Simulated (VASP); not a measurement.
Here is a VASP 6.6.1 calculation.

Contents of INCAR:

```
ALGO = Normal ; EDIFF = 1E-7
ENCUT = 520 ; GGA = PE
ISIF = 2 ; ISMEAR = -1
IVDW = 12 ; LASPH = T
LCHARG = F ; LREAL = F
LWAVE = F ; NBANDS = 50
NELM = 100 ; PREC = Accurate
SIGMA = 0.02
```

Contents of KPOINTS:

```
k-points
0
Gamma
  4 4 6
```

The input POSCAR:

```
SnPHO3
1.0
    3.5482885797     -6.0783978175     -0.0527504957
    3.5482885797      6.0783978175     -0.0527504957
   -2.4734338681      0.0000000000      4.0432113211
Sn H P O
2 2 2 6
Direct
    0.0359705998      0.7614187387      0.9482191902
    0.7614187387      0.0359705998      0.4482191902
    0.4069650127      0.2996200671      0.8924502391
    0.2996200671      0.4069650127      0.3924502391
    0.6375316450      0.3661068118      0.1073383727
    0.3661068118      0.6375316450      0.6073383727
    0.7628967921      0.6112758821      0.4205406039
    0.6112758821      0.7628967921      0.9205406039
    0.5667111245      0.1433026246      0.1710866439
    0.1433026246      0.5667111245      0.6710866439
    0.7905147356      0.3984059658      0.9172349503
    0.3984059658      0.7905147356      0.4172349503
```

Potentials or basis: VASP PAW PBE potentials, release 64 (Sn_d, H, P, O).

Command:

```console
$ cat potpaw_PBE.64/Sn_d/POTCAR potpaw_PBE.64/H/POTCAR potpaw_PBE.64/P/POTCAR potpaw_PBE.64/O/POTCAR > POTCAR
$ mpirun -np 1 vasp_std > vasp.out
```

Question: Estimate the band gap on the k mesh.

Answer: 3.56 eV (least direct gap 3.65 eV).

Question: Predict the pressure.

Answer: -0.3 GPa.

Forces on the atoms (eV/Å):
```
Sn   0.031  0.030  0.037
Sn   0.031 -0.030  0.037
H    0.016 -0.029  0.024
H    0.016  0.029  0.024
P   -0.026  0.004 -0.021
P   -0.026 -0.004 -0.021
O   -0.022 -0.029 -0.048
O   -0.022  0.029 -0.048
O    0.059  0.051 -0.018
O    0.059 -0.051 -0.018
O   -0.057  0.019  0.026
O   -0.057 -0.019  0.026
```

Caveat: spin-orbit coupling is left out, which moves the levels of the heavy elements. A k mesh can miss the band edges.
